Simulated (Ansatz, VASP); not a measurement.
Rh: VASP beside Ansatz

The input POSCAR:

```
Rh
1.0
    0.0000000000      1.9029860865      1.9029860865
    1.9029860865      0.0000000000      1.9029860865
    1.9029860865      1.9029860865      0.0000000000
Rh
1
Direct
    0.0000000000      0.0000000000      0.0000000000
```

File INCAR.step1:

```
SYSTEM = Rh
ALGO = Normal
EDIFF = 1E-4
ENCUT = 600
GGA = PE
ISMEAR = 0
LASPH = .True.
LCHARG = .False.
LREAL = .False.
LWAVE = .True.
NELM = 80
PREC = Accurate
SIGMA = 0.1
```

Contents of INCAR.step2:

```
SYSTEM = Rh
ALGO = Normal
EDIFF = 1E-6
EDIFFG = -0.005
ENCUT = 600
IBRION = 2
ISIF = 3
ISMEAR = 0
ISTART = 1
LASPH = .True.
LCHARG = .False.
LMIXTAU = .True.
LREAL = .False.
LWAVE = .False.
METAGGA = R2SCAN
NELM = 80
NSW = 100
PREC = Accurate
SIGMA = 0.1
```

The input KPOINTS:

```
k-points
0
Gamma
  18 18 18
  0 0 0
```

Input for Ansatz:

```yaml
crystal:
  lattice:
    - [0.0, 1.9029860865, 1.9029860865]
    - [1.9029860865, 0.0, 1.9029860865]
    - [1.9029860865, 1.9029860865, 0.0]
  atoms:
    - { symbol: Rh, position: [0.0, 0.0, 0.0] }
basis:
  ecutwfc: 500
kpoints:
  mp_grid: { grid: [18, 18, 18] }
hamiltonian:
  xc: r2scan
scf:
  occupations: { method: gaussian, width: 0.1 }
output:
  forces: true
  stress: true
  eigenvalues: true
relax:
  adjacent_minimum: "off"
  f_tol: 0.005
  max_steps: 80
  cell: { stress_tol: 0.05 }
```

Alike in both runs: task relaxation of cell and atoms; functional r2SCAN; k mesh 18 × 18 × 18; occupations gaussian, width 0.1 eV; no spin polarisation.

```csv
,VASP,Ansatz
version,VASP 6.6.1,Ansatz 0.2.0
potentials or method,"VASP PAW PBE potentials, release 64 (Rh_pv), cutoff 600 eV","scalar-relativistic, plane waves, PAW"
valence electrons in the cell,15,17
```

|  | VASP | Ansatz | Ansatz less VASP |
| --- | --- | --- | --- |
| gap on the k mesh at the Fermi level, each at its own relaxed structure (eV) | none | none | - |
| relaxed volume (Å³/atom) | 13.77 | 13.72 | -0.053 |
| relaxed cell length with the largest relative difference (Å) | 2.690 | 2.687 | -0.0034 |

VASP's potentials were made for PBE, not for r2SCAN. A gap of «none» marks a metal or a gap that the smearing closes. VASP's potentials hold 15 valence electrons a cell and Ansatz's 17, so a difference there can come from the potentials and not from the codes.
